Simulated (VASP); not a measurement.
WSe2, 9 atoms in the cell. The cell holds a slab with vacuum, 9 atoms: a = 3.314 Å, b = 3.314 Å, c = 29.800 Å, α = 90.00°, β = 90.00°, γ = 120.00°. 

```yaml
Program: VASP 6.6.1
Task: single point
Functional: r2SCAN
Potentials_or_basis: VASP PAW PBE potentials, release 64 (W_sv, Se)
Cutoff: 520 eV
k_mesh: 12 × 12 × 1
Occupations: gaussian, width 0.02 eV
Spin: no spin polarisation
Dipole_correction: no
Further_INCAR_settings: ALGO = Normal; EDIFF = 1e-06; NBANDS = 49
```

Potentials or basis: VASP PAW PBE potentials, release 64 (W_sv, Se).

The run is started by

```bash
$ cat potpaw_PBE.64/W_sv/POTCAR potpaw_PBE.64/Se/POTCAR > POTCAR
$ cp INCAR.step1 INCAR
$ mpirun -np 1 vasp_std > vasp.out
$ cp INCAR.step2 INCAR
$ mpirun -np 1 vasp_std > vasp.out
```

Hardware: 1 thread of Intel(R) Xeon(R) 6975P-C (Granite Rapids), on a shared host.

Question: Estimate the wall time of this run.

Answer: It took 14 min on 1 thread of Intel(R) Xeon(R) 6975P-C (Granite Rapids) (shared host), peak memory 0.57 GiB. Counts: k points 19.
